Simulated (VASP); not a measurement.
**CdTe: single point with HF**

The system is CdTe.

```
CELL_PARAMETERS angstrom
0.00000 3.20500 3.20500
3.20500 0.00000 3.20500
3.20500 3.20500 0.00000
ATOMIC_POSITIONS crystal
Te 0.75000 0.75000 0.75000
Cd 0.00000 0.00000 0.00000
```

```
Program                            : VASP 6.6.1
Task                               : single point
Functional                         : HF
Potentials or basis                : VASP PAW PBE potentials, release 64 (Te, Cd)
Cutoff                             : 520 eV
k mesh                             : 4 × 4 × 4
Occupations                        : fermi-dirac, width 0.05 eV
Spin                               : no spin polarisation
Dipole correction                  : no
Grid for exact exchange (PRECFOCK) : Normal
Further INCAR settings             : ALGO = Normal; EDIFF = 1e-06; NBANDS = 16
Share of exact exchange            : 1
```

The pressure is 6.1 GPa and the band gap on the k mesh is 6.82 eV.

Levels at points of the mesh, in eV from the valence-band top:
| k point | band 5 | band 6 | band 7 | band 8 | band 9 | band 10 | band 11 | band 12 | band 13 | band 14 |
| --- | --- | --- | --- | --- | --- | --- | --- | --- | --- | --- |
| (0.00, 0.00, 0.00) | -13.02 | -13.02 | 0.00 | 0.00 | 0.00 | 6.82 | 11.62 | 11.62 | 11.62 | 15.32 |
| (0.50, 0.00, 0.00) | -13.02 | -12.06 | -5.80 | -1.02 | -1.02 | 8.17 | 12.12 | 12.12 | 13.98 | 16.73 |
| (0.50, 0.50, 0.00) | -13.00 | -11.67 | -5.53 | -2.49 | -2.49 | 8.42 | 9.34 | 16.08 | 17.12 | 17.73 |

Run time: 20 min on 1 thread of Intel(R) Xeon(R) Platinum 8375C CPU @ 2.90GHz (Ice Lake), on a shared host, peak memory 0.22 GiB.

Caveat: the k points lie up to 0.42 Å⁻¹ apart; the PAW data sets were made with another functional, which shifts forces and pressure a little; spin-orbit coupling is left out, which moves the levels of the heavy elements.
